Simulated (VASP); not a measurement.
SiO2 (rutile type):

```xyz
6
Lattice="4.4964 0.0000 0.0000 0.0000 4.4964 0.0000 0.0000 0.0000 2.9677" Properties=species:S:1:pos:R:3 pbc="T T T"
Si    0.0000    0.0000    0.0000
Si    2.2482    2.2482    1.4838
O     1.3714    1.3714    0.0000
O     3.1250    3.1250    0.0000
O     3.6196    0.8768    1.4838
O     0.8768    3.6196    1.4838
```

| Quantity | Value |
| --- | --- |
| Program | VASP 6.6.1 |
| Task | relaxation of cell and atoms |
| Functional | LDA |
| Potentials or basis | VASP PAW LDA potentials, release 64 (Si, O) |
| Cutoff | 600 eV |
| k mesh | 8 × 8 × 11 |
| Occupations | fermi-dirac, width 0.08 eV |
| Spin | no spin polarisation |

At the start: pressure -51.3 GPa; volume 10.00 Å³/atom.

Problem. Where does the relaxation end?

Solution. Over 11 steps the energy falls by 487.1 meV/atom and the volume is 7.67 Å³/atom (-23.3 %); space group P4_2/mnm (No. 136, to 0.1 Å) before and after.

Step by step:
| step | energy change (eV) | largest force (eV/Å) | pressure (GPa) | volume (Å³) |
| --- | --- | --- | --- | --- |
| 1 | 0.0000 | 0.8954 | -51.32 | 60.00 |
| 2 | 1.0683 | 4.7081 | 144.35 | 36.22 |
| 3 | -2.8966 | 0.3481 | -5.26 | 46.96 |
| 4 | -2.9062 | 0.4451 | -1.90 | 46.50 |
| 5 | -2.9070 | 0.4990 | -0.05 | 46.25 |
| 6 | -2.9193 | 0.1950 | -0.05 | 45.99 |
| 7 | -2.9220 | 0.0093 | -0.10 | 46.07 |
| 8 | -2.9228 | 0.0005 | -0.11 | 46.03 |
| 9 | -2.9229 | 0.0025 | -0.10 | 46.03 |
| 10 | -2.9229 | 0.0050 | 0.12 | 46.00 |
| 11 | -2.9229 | 0.0008 | 0.00 | 46.01 |

Final structure:
```cif
data_structure
_symmetry_space_group_name_H-M 'P 1'
_symmetry_Int_Tables_number 1
_cell_length_a 4.1541
_cell_length_b 4.1541
_cell_length_c 2.6664
_cell_angle_alpha 90.000
_cell_angle_beta 90.000
_cell_angle_gamma 90.000
_cell_volume 46.01
loop_
_atom_site_label
_atom_site_type_symbol
_atom_site_fract_x
_atom_site_fract_y
_atom_site_fract_z
_atom_site_occupancy
Si1 Si 0.00000 0.00000 0.00000 1
Si2 Si 0.50000 0.50000 0.50000 1
O1 O 0.30540 0.30540 0.00000 1
O2 O 0.69460 0.69460 0.00000 1
O3 O 0.80540 0.19460 0.50000 1
O4 O 0.19460 0.80540 0.50000 1
```

Caveat: the volume moved by over 15 % at a fixed basis, so the end points are rough.
